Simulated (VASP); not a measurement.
A run of VASP 6.6.1 is set up as follows.

The input INCAR:

```
SYSTEM = In3Se
PREC = Accurate
ENCUT = 520
EDIFF = 1E-6
ISMEAR = 0
SIGMA = 0.15
LREAL = .FALSE.
LASPH = .TRUE.
NELM = 100
ALGO = Normal
ISIF = 2
LWAVE = .FALSE.
LCHARG = .FALSE.
GGA = PE
IVDW = 12
NBANDS = 30
```

File KPOINTS:

```
regular mesh
0
G
  8 8 8
  0 0 0
```

POSCAR

```
In3Se
1.0
    5.4059318236     -0.1762803856      0.0000000000
   -0.1762803856      5.4059318236      0.0000000000
    0.0000000000      0.0000000000      4.7008102814
In Se
3 1
Direct
    0.0000000000      0.5000000000      0.5000000000
    0.5000000000      0.0000000000      0.5000000000
    0.5000000000      0.5000000000      0.0000000000
    0.0000000000      0.0000000000      0.0000000000
```

Potentials or basis: VASP PAW PBE potentials, release 64 (In_d, Se).

The run is started by

```bash
$ cat potpaw_PBE.64/In_d/POTCAR potpaw_PBE.64/Se/POTCAR > POTCAR
$ mpirun -np 1 vasp_std > vasp.out
```

(1) What does it give for the pressure?

(2) Predict the band gap on the k mesh.

Results:

(1) -2.1 GPa.

(2) zero (an odd number of electrons rules out a gap without spin polarisation).

Caveat: spin-orbit coupling is left out, which moves the levels of the heavy elements.
